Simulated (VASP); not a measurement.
# C (R-3m) in VASP: a series of runs, part 3 of 3

VASP 6.6.1. The steps go on from the part before.

## Step 6: Single point, r2SCAN (epitaxial 111 strain -2.0%)

Input file POSCAR:

```
C
1.0
    0.0261361777      1.7706578374      1.7706578374
    1.7706578374      0.0261361777      1.7706578374
    1.7706578374      1.7706578374      0.0261361777
C
2
Direct
    0.0001661688      0.0001661688      0.0001661688
    0.2498338312      0.2498338312      0.2498338312
```

Input file INCAR.step1:

```
PREC = Accurate ; ENCUT = 1430
ISMEAR = 0 ; SIGMA = 0.01
LREAL = False ; LASPH = True
NELM = 120 ; NBANDS = 11
GGA = PE ; ALGO = Normal
EDIFF = 1E-5 ; LWAVE = True
LCHARG = False ; GGA_COMPAT = False
```

Input file INCAR.step2:

```
PREC = Accurate ; ENCUT = 1430
EDIFF = 1E-6 ; ISMEAR = 0
SIGMA = 0.01 ; LREAL = False
LASPH = True ; NELM = 120
ALGO = Normal ; ISIF = 2
LWAVE = False ; LCHARG = False
METAGGA = R2SCAN ; LMIXTAU = True
NBANDS = 11 ; ISTART = 1
GGA_COMPAT = False
```

Input file KPOINTS:

```
regular mesh
0
Gamma
  12 12 12
```

Potentials or basis: VASP PAW PBE potentials, release 64 (C_h).

Run with:

```bash
$ cat potpaw_PBE.64/C_h/POTCAR > POTCAR
$ cp INCAR.step1 INCAR
$ mpirun -np 1 vasp_std > vasp.out
$ cp INCAR.step2 INCAR
$ mpirun -np 1 vasp_std > vasp.out
```

OUTCAR:

```text
PREC = Accurate
   ENCUT = 1430
   EDIFF = 1E-6
   ISMEAR = 0
   LREAL = False
   LASPH = True
   NELM = 120
   ISIF = 2
   METAGGA = R2SCAN
   ISTART = 1

 ion  position               nearest neighbor table
   1  0.000  0.000  0.000-   2 1.52   2 1.52   2 1.52
   2  0.250  0.250  0.250-   1 1.52   1 1.52   1 1.52

  LATTYP: Found a trigonal (rhomboedric) cell.
 ALAT       =     2.5042247212
 COS(alpha) =     0.5147046445

  Lattice vectors:

 A1 = (   0.0261361777,   1.7706578374,   1.7706578374)
 A2 = (   1.7706578374,   0.0261361777,   1.7706578374)
 A3 = (   1.7706578374,   1.7706578374,   0.0261361777)

Analysis of symmetry for initial positions (statically):
=====================================================================
 Subroutine PRICEL returns:
 Original cell was already a primitive cell.

 Routine SETGRP: Setting up the symmetry group for a
 trigonal (rhombohedral) supercell.

 Subroutine GETGRP returns: Found 12 space group operations
 (whereof  6 operations were pure point group operations)
 out of a pool of 12 trial point group operations.

[... 173 lines left out ...]
      1     -11.6768      2.00000
      2      11.5448      2.00000
      3      11.6364      2.00000
      4      11.6364      2.00000
      5      17.1356      0.00000
      6      17.8359      0.00000
      7      17.8359      0.00000
      8      26.5742      0.00000
      9      32.6377      0.00000
     10      39.4605      0.00000
     11      39.4605      0.00000
[... 309 lines left out ...]
 k-point    24 :      -0.4167    0.1667    0.0000
  band No.  band energies     occupation
      1      -4.9088      2.00000
      2      -2.0272      2.00000
      3       5.5770      2.00000
      4       7.5689      2.00000
      5      19.5521      0.00000
      6      22.5251      0.00000
      7      23.9252      0.00000
      8      28.7335      0.00000
      9      32.7601      0.00000
     10      37.1847      0.00000
     11      38.5959      0.00000

 [... further k-points ...]

------------------------ aborting loop because EDIFF is reached ----------------------------------------

  FORCE on cell =-STRESS in cart. coord.  units (eV):
  Direction    XX          YY          ZZ          XY          YZ          ZX
  --------------------------------------------------------------------------------------
  -------------------------------------------------------------------------------------
  Total        1.2305210      1.2305210      1.2305210     -0.6389749     -0.6389749     -0.6389749
  in kB      181.5886812    181.5886812    181.5886812    -94.2938830    -94.2938830    -94.2938830
  external PRESSURE =     181.5886812 kB  Pullay stress =       0.0000000 kB

 VOLUME and BASIS-vectors are now :
 -----------------------------------------------------------------------------
  energy-cutoff  :     1430.00
  volume of cell :       10.86
      direct lattice vectors                 reciprocal lattice vectors
     0.026136178  1.770657837  1.770657837    -0.288711316  0.284511719  0.284511719
     1.770657837  0.026136178  1.770657837     0.284511719 -0.288711316  0.284511719
     1.770657837  1.770657837  0.026136178     0.284511719  0.284511719 -0.288711316

 POSITION                                       TOTAL-FORCE (eV/Angst)
 -----------------------------------------------------------------------------------
      0.00059      0.00059      0.00059        -0.001904     -0.001904     -0.001904
      0.89127      0.89127      0.89127         0.001904      0.001904      0.001904
 -----------------------------------------------------------------------------------
    total drift:                               -0.000000     -0.000000      0.000000

  FREE ENERGIE OF THE ION-ELECTRON SYSTEM (eV)
  ---------------------------------------------------
  free  energy   TOTEN  =       -19.6855444799 eV

  energy  without entropy=      -19.6855444799  energy(sigma->0) =      -19.68554448
```

OUTCAR.step1:

```text
PREC = Accurate
   ENCUT = 1430
   ISMEAR = 0
   LREAL = False
   LASPH = True
[... 560 lines left out ...]
      0.00059      0.00059      0.00059         0.017133      0.017133      0.017133
      0.89127      0.89127      0.89127        -0.017133     -0.017133     -0.017133
 -----------------------------------------------------------------------------------
    total drift:                               -0.000000     -0.000000      0.000000

  FREE ENERGIE OF THE ION-ELECTRON SYSTEM (eV)
  ---------------------------------------------------
  free  energy   TOTEN  =       -18.1652905652 eV

  energy  without entropy=      -18.1652905652  energy(sigma->0) =      -18.16529057
```

OSZICAR.step1:

```text
N       E                     dE             d eps       ncg     rms          rms(c)
DAV:   1     0.227126204967E+02    0.22713E+02   -0.89569E+03  4158   0.162E+03
DAV:   2    -0.173365557598E+02   -0.40049E+02   -0.37394E+02  5779   0.207E+02
DAV:   3    -0.188672889525E+02   -0.15307E+01   -0.15242E+01  5006   0.330E+01
DAV:   4    -0.188721890692E+02   -0.49001E-02   -0.48997E-02  4556   0.205E+00
DAV:   5    -0.188721946928E+02   -0.56236E-05   -0.56235E-05  4893   0.759E-02    0.505E+00
DAV:   6    -0.183428221084E+02    0.52937E+00   -0.27188E-01  4362   0.380E+00    0.276E+00
DAV:   7    -0.181632456512E+02    0.17958E+00   -0.33309E-01  4605   0.418E+00    0.364E-01
DAV:   8    -0.181652263813E+02   -0.19807E-02   -0.94060E-03  4458   0.917E-01    0.421E-02
DAV:   9    -0.181652734914E+02   -0.47110E-04   -0.59300E-05  5154   0.710E-02    0.195E-02
DAV:  10    -0.181652905915E+02   -0.17100E-04   -0.13752E-05  4539   0.342E-02    0.243E-03
DAV:  11    -0.181652905652E+02    0.26299E-07   -0.41253E-07  2262   0.661E-03
   1 F= -.18165291E+02 E0= -.18165291E+02  d E =-.166081-175
```

Run time: 3.1 min. Hardware: 1 thread of Intel Xeon Platinum 8259CL at 2.50GHz (Skylake/Cascade Lake), shared host; peak memory 0.23 GiB.

Results:

| Property | Result |
| --- | --- |
| Free energy | -19.6855 eV |
| Pressure | 18.2 GPa |
| Largest force | 0.003 eV/Å |
| Band gap on the k mesh | 4.44 eV (least direct gap 5.50 eV) |

Forces on the atoms (eV/Å):
```
C   -0.002 -0.002 -0.002
C    0.002  0.002  0.002
```

Stress tensor (GPa, compression positive):
```
18.16 -9.43 -9.43
-9.43 18.16 -9.43
-9.43 -9.43 18.16
```

Caveat: the cell differs from its parent crystal (epitaxial 111 strain -2.0%); the cell stands under pressure; the PAW data sets were made with another functional, which shifts forces and pressure a little.

## Step 7: Summary

```tsv
level	potentials or basis	cell	k mesh	cutoff (eV)	grid for exact exchange (PRECFOCK)	share of exact exchange	screening parameter	gap on the mesh (eV)	pressure (GPa)	largest force (eV/Å)
HSE06	VASP PAW PBE potentials, release 64 (C)	a = 2.498 Å, angles 58.5°, 2 atoms, atomic positions A	8 × 8 × 8	520	Normal	0.25	0.2079 1/Å	5.33	24.9	0.06
HSE06	VASP PAW PBE potentials, release 64 (C)	a = 2.538 Å, angles 61.4°, 2 atoms, atomic positions B	8 × 8 × 8	520	Normal	0.25	0.2079 1/Å	5.09	-27.4	0.05
r2SCAN	VASP PAW PBE potentials, release 64 (C_h)	a = 2.524 Å, angles 60.5°, 2 atoms, atomic positions B	12 × 12 × 12	1430	-	-	-	4.33	-8.8	-
HSE06	VASP PAW PBE potentials, release 64 (C)	a = 2.546 Å, angles 61.9°, 2 atoms, atomic positions B	8 × 8 × 8	520	Normal	0.25	0.2079 1/Å	5.00	-33.5	0.07
r2SCAN	VASP PAW PBE potentials, release 64 (C_h)	a = 2.504 Å, angles 59.0°, 2 atoms, atomic positions A	12 × 12 × 12	1430	-	-	-	4.44	18.2	-
```

Alike in all rows: task single point; no spin polarisation; smearing gaussian 0.01 eV.

Caveats: the PAW data sets were made with another functional, which shifts forces and pressure a little; the cell stands under tension (at least some runs); the cell stands under pressure (at least some runs).

Absolute energies hang on the potentials; compare differences alone.
